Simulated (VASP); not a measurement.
# Li2S (Fm-3m) in VASP: single point with PBE

Aim: the single point of Li2S with PBE.

All numbers are computed with VASP 6.6.1; they aren't measurements. Logs are shortened: lines on timing, memory, paths and dates and some standing lists are left out, and cuts for length are marked.

### Step 1. The cell of the first run

The structure is cubic, space group Fm-3m (No. 225). The conventional cell has a = 5.708 Å, b = 5.708 Å, c = 5.708 Å, α = 90.00°, β = 90.00°, γ = 90.00°. Li (site symmetry -43m) has 4 S at 2.47 Å and 6 Li at 2.85 Å within 3.3 Å. S (site symmetry m-3m) has 8 Li at 2.47 Å within 3.3 Å.

### Step 2. Single point, PBE

The input, INCAR:

```
SYSTEM = Li2S
  ALGO = Normal
  EDIFF = 1E-6
  ENCUT = 750
  GGA = PE
  GGA_COMPAT = .FALSE.
  ISIF = 2
  ISMEAR = 0
  LASPH = .TRUE.
  LCHARG = .FALSE.
  LREAL = .FALSE.
  LWAVE = .FALSE.
  NBANDS = 13
  NELM = 120
  PREC = Accurate
  SIGMA = 0.05
```

The input, KPOINTS:

```
k-points
0
G
  8 8 8
  0 0 0
```

The input, POSCAR:

```
Li2S
1.0
    0.0000000000      2.8540000000      2.8540000000
    2.8540000000      0.0000000000      2.8540000000
    2.8540000000      2.8540000000      0.0000000000
Li S
2 1
Direct
    0.2500000000      0.2500000000      0.2500000000
    0.7500000000      0.7500000000      0.7500000000
    0.0000000000      0.0000000000      0.0000000000
```

Potentials or basis: VASP PAW PBE potentials, release 64 (Li_sv, S).

On the command line:

```console
cat potpaw_PBE.64/Li_sv/POTCAR potpaw_PBE.64/S/POTCAR > POTCAR
mpirun -np 1 vasp_std > vasp.out
```

OUTCAR:

```text
SYSTEM = Li2S
   EDIFF = 1E-6
   ENCUT = 750
   GGA = PE
   ISIF = 2
   ISMEAR = 0
   LASPH = .TRUE.
   LREAL = .FALSE.
   NELM = 120
   PREC = Accurate

 ion  position               nearest neighbor table
   1  0.250  0.250  0.250-   3 2.47   3 2.47   3 2.47   3 2.47
   2  0.750  0.750  0.750-   3 2.47   3 2.47   3 2.47   3 2.47
   3  0.000  0.000  0.000-   2 2.47   2 2.47   2 2.47   1 2.47   2 2.47   1 2.47   1 2.47   1 2.47

  LATTYP: Found a face centered cubic cell.
 ALAT       =     5.7080000000

  Lattice vectors:

 A1 = (   0.0000000000,   2.8540000000,   2.8540000000)
 A2 = (   2.8540000000,   0.0000000000,   2.8540000000)
 A3 = (   2.8540000000,   2.8540000000,   0.0000000000)

Analysis of symmetry for initial positions (statically):
=====================================================================
 Subroutine PRICEL returns:
 Original cell was already a primitive cell.

 Routine SETGRP: Setting up the symmetry group for a
 face centered cubic supercell.

 Subroutine GETGRP returns: Found 48 space group operations
 (whereof 48 operations were pure point group operations)
 out of a pool of 48 trial point group operations.

The static configuration has the point symmetry O_h .

Analysis of symmetry for dynamics (positions and initial velocities):
=====================================================================
 Subroutine PRICEL returns:
 Original cell was already a primitive cell.

 Routine SETGRP: Setting up the symmetry group for a
 face centered cubic supercell.

 Subroutine GETGRP returns: Found 48 space group operations
 (whereof 48 operations were pure point group operations)
 out of a pool of 48 trial point group operations.

The dynamic configuration has the point symmetry O_h .

 Subroutine INISYM returns: Found 48 space group operations
 (whereof 48 operations are pure point group operations),
 and found     1 'primitive' translations

----------------------------------------------------------------------------------------

                                     Primitive cell

  volume of cell :      46.4935

  direct lattice vectors                    reciprocal lattice vectors
     0.000000000  2.854000000  2.854000000    -0.175192712  0.175192712  0.175192712
     2.854000000  0.000000000  2.854000000     0.175192712 -0.175192712  0.175192712
     2.854000000  2.854000000  0.000000000     0.175192712  0.175192712 -0.175192712

  length of vectors
     4.036165507  4.036165507  4.036165507     0.303442678  0.303442678  0.303442678

  position of ions in fractional coordinates (direct lattice)
     0.250000000  0.250000000  0.250000000
     0.750000000  0.750000000  0.750000000
     0.000000000  0.000000000  0.000000000

  ion indices of the primitive-cell ions
   primitive index   ion index
                 1           1
                 2           2
                 3           3

----------------------------------------------------------------------------------------

 KPOINTS: k-points

Automatic generation of k-mesh.
 Grid dimensions read from file:
 generate k-points for:    8    8    8

 Generating k-lattice:

  Cartesian coordinates                     Fractional coordinates (reciprocal lattice)
    -0.021899089  0.021899089  0.021899089     0.125000000  0.000000000  0.000000000
     0.021899089 -0.021899089  0.021899089     0.000000000  0.125000000  0.000000000
     0.021899089  0.021899089 -0.021899089     0.000000000  0.000000000  0.125000000

  Length of vectors
     0.037930335  0.037930335  0.037930335

  Shift w.r.t. Gamma in fractional coordinates (k-lattice)
     0.000000000  0.000000000  0.000000000

 Subroutine IBZKPT returns following result:
 ===========================================

 Found     29 irreducible k-points:

 Following reciprocal coordinates:
            Coordinates               Weight
  0.000000  0.000000  0.000000      1.000000
  0.125000  0.000000  0.000000      8.000000
  0.250000  0.000000  0.000000      8.000000
  0.375000  0.000000  0.000000      8.000000
  0.500000  0.000000  0.000000      4.000000
  0.125000  0.125000  0.000000      6.000000
[... 16 lines left out ...]
  0.500000  0.250000  0.125000     48.000000
 -0.375000  0.250000  0.125000     24.000000
 [... further k-points ...]
   k-points           NKPTS =     29   k-points in BZ     NKDIM =     29   number of bands    NBANDS=     13
   number of dos      NEDOS =    301   number of ions     NIONS =      3
   total plane-waves  NPLWV =  46656
   dimension x,y,z NGX =    36 NGY =   36 NGZ =   36
   dimension x,y,z NGXF=    72 NGYF=   72 NGZF=   72
   ions per type =               2   1
   NGX,Y,Z   is equivalent  to a cutoff of  14.83, 14.83, 14.83 a.u.
   NGXF,Y,Z  is equivalent  to a cutoff of  29.66, 29.66, 29.66 a.u.
 SYSTEM =  Li2S
   PREC   = accura    normal or accurate (medium, high low for compatibility)
   ISTART =      0    job   : 0-new  1-cont  2-samecut
   ICHARG =      2    charge: 1-file 2-atom 10-const
   ISPIN  =      1    spin polarized calculation?
   LNONCOLLINEAR =      F non collinear calculations
   LSORBIT =      F    spin-orbit coupling
   LASPH  =      T    aspherical Exc in radial PAW
   ENCUT  =  750.0 eV  55.12 Ry    7.42 a.u.   9.01  9.01  9.01*2*pi/ulx,y,z
   NELM   =    120;   NELMIN=  2; NELMDL= -5     # of ELM steps
   EDIFF  = 0.1E-05   stopping-criterion for ELM
   LREAL  =      F    real-space projection
   EDIFFG = 0.1E-04   stopping-criterion for IOM
   NSW    =      0    number of steps for IOM
   IBRION =     -1    ionic relax: 0-MD 1-quasi-New 2-CG
   NFREE  =      0    steps in history (QN), initial steepest desc. (CG)
   ISIF   =      2    stress and relaxation
   ISYM   =      2    0-nonsym 1-usesym 2-fastsym
   POTIM  = 0.5000    time-step for ionic-motion
   TEBEG  =    0.0;   TEEND  =   0.0 temperature during run
   PSTRESS=    0.0 pullay stress
   NELECT =      12.0000    total number of electrons
   NUPDOWN=      -1.0000    fix difference up-down
   EMIN   =  10.00;   EMAX   =-10.00  energy-range for DOS
   EFERMI =   0.00;   METHOD = LEGACY
   ISMEAR =     0;   SIGMA  =   0.05  broadening in eV -4-tet -1-fermi 0-gaus
   EFERMI_NEDOS =   21; number of points for ismear=-14 and -15
   IALGO  =     38    algorithm
   IMIX   =      4    mixing-type and parameters
     AMIX     =   0.40;   BMIX     =  1.00
     AMIX_MAG =   1.60;   BMIX_MAG =  1.00
  volume/ion in A,a.u.               =      15.50       104.58
  Fermi-wavevector in a.u.,A,eV,Ry     =   1.042328  1.969715 14.782032  1.086449
  Thomas-Fermi vector in A             =   2.176989
   LORBIT       =      0    0 simple, 1 ext, 2 COOP (PROOUT), +10 PAW based schemes
   GGA     = PE    functional components
   LHFCALC =     F    Hartree Fock is set to
   AEXX    =    0.0000 exact exchange contribution
   IVDW    =     0    specifies the selected vdW correction
   LEPSILON=     F    determine dielectric tensor
   LRPA    =     F    only Hartree local field effects (RPA)
 non-spin polarized calculation
 Gauss-broadening in eV      SIGMA  =   0.05
  energy-cutoff  :      750.00
  volume of cell :       46.49
 maximum number of plane-waves:      2200
   NGX = 17   NGY = 17   NGZ = 17

 number of electron      11.9999999 magnetization

 Free energy of the ion-electron system (eV)
  ---------------------------------------------------
  ext. energy  EPLUGINS =         0.00000000
  ---------------------------------------------------
  free energy    TOTEN  =       -11.99503197 eV

  energy without entropy =      -11.99503197  energy(sigma->0) =      -11.99503197

 E-fermi :   1.7672     XC(G=0):  -8.4879

 val. band max:        1.4305212205   @ k =   0.0000   0.0000   0.0000
 cond. band min:       4.8240479614   @ k =   0.5000   0.5000   0.0000
 fundamental gap:      3.3935267409
 Fermi energy:         1.7671593893

 k-point     1 :       0.0000    0.0000    0.0000
  band No.  band energies     occupation
      1     -42.7505      2.00000
      2     -42.7088      2.00000
      3      -9.5803      2.00000
      4       1.4305      2.00000
      5       1.4305      2.00000
      6       1.4305      2.00000
      7       5.6736      0.00000
      8       7.6584      0.00000
      9       7.6584      0.00000
     10       7.6584      0.00000
     11      12.5966      0.00000
     12      12.5966      0.00000
     13      13.8318      0.00000

 k-point     2 :       0.1250    0.0000    0.0000
  band No.  band energies     occupation
      1     -42.7488      2.00000
      2     -42.7103      2.00000
      3      -9.5242      2.00000
      4       0.8382      2.00000
      5       1.3435      2.00000
      6       1.3435      2.00000
      7       6.1051      0.00000
      8       7.8925      0.00000
      9       7.8925      0.00000
     10       8.0033      0.00000
     11      11.6353      0.00000
     12      11.6353      0.00000
     13      13.9729      0.00000

 k-point     3 :       0.2500    0.0000    0.0000
  band No.  band energies     occupation
      1     -42.7441      2.00000
      2     -42.7146      2.00000
      3      -9.3801      2.00000
      4      -0.2454      2.00000
      5       1.1549      2.00000
      6       1.1549      2.00000
      7       6.7768      0.00000
      8       8.2166      0.00000
      9       8.2166      0.00000
     10       8.8328      0.00000
     11      11.2665      0.00000
     12      11.2665      0.00000
     13      14.3972      0.00000

 k-point     4 :       0.3750    0.0000    0.0000
  band No.  band energies     occupation
      1     -42.7370      2.00000
      2     -42.7211      2.00000
      3      -9.2218      2.00000
      4      -1.1057      2.00000
      5       0.9901      2.00000
      6       0.9901      2.00000
      7       7.2969      0.00000
      8       8.1190      0.00000
      9       8.1190      0.00000
     10       9.5552      0.00000
     11      12.3311      0.00000
     12      12.3311      0.00000
     13      14.9397      0.00000

 k-point     5 :       0.5000    0.0000    0.0000
  band No.  band energies     occupation
      1     -42.7289      2.00000
      2     -42.7289      2.00000
      3      -9.1512      2.00000
      4      -1.4268      2.00000
      5       0.9274      2.00000
      6       0.9274      2.00000
      7       7.5092      0.00000
      8       8.0040      0.00000
      9       8.0040      0.00000
     10       9.8189      0.00000
     11      14.1949      0.00000
     12      14.1949      0.00000
     13      14.4531      0.00000
[... 257 lines left out ...]
 k-point    22 :       0.3750    0.2500    0.1250
  band No.  band energies     occupation
      1     -42.7410      2.00000
      2     -42.7172      2.00000
      3      -9.2713      2.00000
      4      -0.3689      2.00000
      5       0.4482      2.00000
      6       0.9159      2.00000
      7       6.8609      0.00000
      8       8.4412      0.00000
      9       8.5467      0.00000
     10       9.5197      0.00000
     11      10.4732      0.00000
     12      13.5967      0.00000
     13      16.0478      0.00000

 k-point    23 :       0.5000    0.2500    0.1250
  band No.  band energies     occupation
      1     -42.7353      2.00000
      2     -42.7225      2.00000
      3      -9.1416      2.00000
      4      -0.8995      2.00000
      5       0.2164      2.00000
      6       0.6794      2.00000
      7       7.1537      0.00000
      8       8.1888      0.00000
      9       9.4201      0.00000
     10       9.8343      0.00000
     11      11.4048      0.00000
     12      13.7740      0.00000
     13      15.1947      0.00000

 k-point    24 :      -0.3750    0.2500    0.1250
  band No.  band energies     occupation
      1     -42.7288      2.00000
      2     -42.7288      2.00000
      3      -9.0846      2.00000
      4      -1.1296      2.00000
      5       0.1953      2.00000
      6       0.5344      2.00000
      7       7.2880      0.00000
      8       8.0570      0.00000
      9       9.7668      0.00000
     10      10.4022      0.00000
     11      11.7484      0.00000
     12      13.0630      0.00000
     13      14.7883      0.00000

 [... further k-points ...]

------------------------ aborting loop because EDIFF is reached ----------------------------------------

  FORCE on cell =-STRESS in cart. coord.  units (eV):
  Direction    XX          YY          ZZ          XY          YZ          ZX
  --------------------------------------------------------------------------------------
  -------------------------------------------------------------------------------------
  Total       -0.0511308     -0.0511308     -0.0511308      0.0000000     -0.0000000     -0.0000000
  in kB       -1.7619795     -1.7619795     -1.7619795      0.0000000     -0.0000000     -0.0000000
  external PRESSURE =      -1.7619795 kB  Pullay stress =       0.0000000 kB

 VOLUME and BASIS-vectors are now :
 -----------------------------------------------------------------------------
  energy-cutoff  :      750.00
  volume of cell :       46.49
      direct lattice vectors                 reciprocal lattice vectors
     0.000000000  2.854000000  2.854000000    -0.175192712  0.175192712  0.175192712
     2.854000000  0.000000000  2.854000000     0.175192712 -0.175192712  0.175192712
     2.854000000  2.854000000  0.000000000     0.175192712  0.175192712 -0.175192712

 POSITION                                       TOTAL-FORCE (eV/Angst)
 -----------------------------------------------------------------------------------
      1.42700      1.42700      1.42700         0.000000      0.000000      0.000000
      4.28100      4.28100      4.28100        -0.000000     -0.000000     -0.000000
      0.00000      0.00000      0.00000        -0.000000      0.000000      0.000000
 -----------------------------------------------------------------------------------
    total drift:                                0.000000      0.000000      0.000000

  FREE ENERGIE OF THE ION-ELECTRON SYSTEM (eV)
  ---------------------------------------------------
  free  energy   TOTEN  =       -11.9950319684 eV

  energy  without entropy=      -11.9950319684  energy(sigma->0) =      -11.99503197
```

It used 56 s of CPU time on 1 thread of AMD EPYC 7R13 Processor (Zen 3), on a shared host.

Results:

* Free energy: -11.9950 eV
* Pressure: -0.2 GPa
* Band gap on the k mesh: 3.39 eV, indirect (least direct gap 4.24 eV)

Levels at points of the mesh, in eV from the valence-band top:
| k point | band 3 | band 4 | band 5 | band 6 | band 7 | band 8 | band 9 | band 10 |
| --- | --- | --- | --- | --- | --- | --- | --- | --- |
| (0.00, 0.00, 0.00) | -11.01 | 0.00 | 0.00 | 0.00 | 4.24 | 6.23 | 6.23 | 6.23 |
| (0.50, 0.00, 0.00) | -10.58 | -2.86 | -0.50 | -0.50 | 6.08 | 6.57 | 6.57 | 8.39 |
| (0.50, 0.50, 0.00) | -10.46 | -2.16 | -1.41 | -1.41 | 3.39 | 7.07 | 11.05 | 11.05 |
